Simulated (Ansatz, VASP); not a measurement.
# Two plane-wave programs on WS2

```xyz
9
Lattice="3.1459 0.0000 0.0000 -1.5730 2.7245 0.0000 0.0000 0.0000 28.3508" Properties=species:S:1:pos:R:3 pbc="T T T"
W     1.5730    0.9082   18.7034
W     0.0000    1.8163   25.0519
W     0.0000    1.8163   12.3560
S     1.5730    0.9082   26.6185
S     1.5730    0.9082   13.9238
S     0.0000    1.8163   20.2710
S     1.5730    0.9082   23.4842
S     1.5730    0.9082   10.7894
S     0.0000    1.8163   17.1357
```

Alike in both runs: task single point; functional PBEsol; k mesh 12 × 12 × 1; occupations gaussian, width 0.02 eV; no spin polarisation.

```csv
,VASP,Ansatz
version,VASP 6.6.1,Ansatz 0.2.0
potentials or method,"VASP PAW PBE potentials, release 64 (W_sv, S), cutoff 520 eV","scalar-relativistic, plane waves, PAW"
valence electrons in the cell,78,78
```

Ansatz gave:

| Property | Result |
| --- | --- |
| gap on the k mesh at the Fermi level (eV) | 1.33 |
| least direct gap on the mesh (eV) | 1.89 |
| rms of the force components (eV/Å) | 0.000 |

Which values does VASP return?

gap on the k mesh at the Fermi level (eV): 1.34; least direct gap on the mesh (eV): 1.89; rms of the force components (eV/Å): 0.011.

VASP's potentials were made for PBE, not for PBEsol. Atom by atom the forces differ by 0.010 eV/Å (rms over components).

Neither program's run includes spin-orbit coupling.
